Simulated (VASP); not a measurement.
A run of VASP 6.6.1:

File INCAR:

```
SYSTEM = HfO2
PREC = Accurate ; ENCUT = 520
EDIFF = 1E-6 ; ISMEAR = 0
SIGMA = 0.05 ; LREAL = .False.
LASPH = .True. ; NELM = 100
ALGO = Normal ; ISIF = 2
LWAVE = .False. ; LCHARG = .True.
GGA = PE ; LELF = .True.
LVHAR = .True. ; NBANDS = 18
```

File KPOINTS:

```
Automatic mesh
0
Gamma
  8 8 8
  0 0 0
```

File POSCAR:

```
HfO2
1.0
    0.0000000000      2.5575000000      2.5575000000
    2.5575000000      0.0000000000      2.5575000000
    2.5575000000      2.5575000000      0.0000000000
Hf O
1 2
Direct
    0.0000000000      0.0000000000      0.0000000000
    0.2500000000      0.2500000000      0.2500000000
    0.7500000000      0.7500000000      0.7500000000
```

Potentials or basis: VASP PAW PBE potentials, release 64 (Hf_pv, O).

Command:

```sh
$ cat potpaw_PBE.64/Hf_pv/POTCAR potpaw_PBE.64/O/POTCAR > POTCAR
$ mpirun -np 1 vasp_std > vasp.out
```

Hardware: 1 thread of Intel(R) Xeon(R) Platinum 8259CL CPU @ 2.50GHz (Skylake/Cascade Lake), with other jobs on the host.

Question: Estimate the wall time of this run.

Answer: It took 17 s on 1 thread of Intel(R) Xeon(R) Platinum 8259CL CPU @ 2.50GHz (Skylake/Cascade Lake), with other jobs on the host, peak memory 0.16 GiB. Counts: scf iterations 13, k points 29.
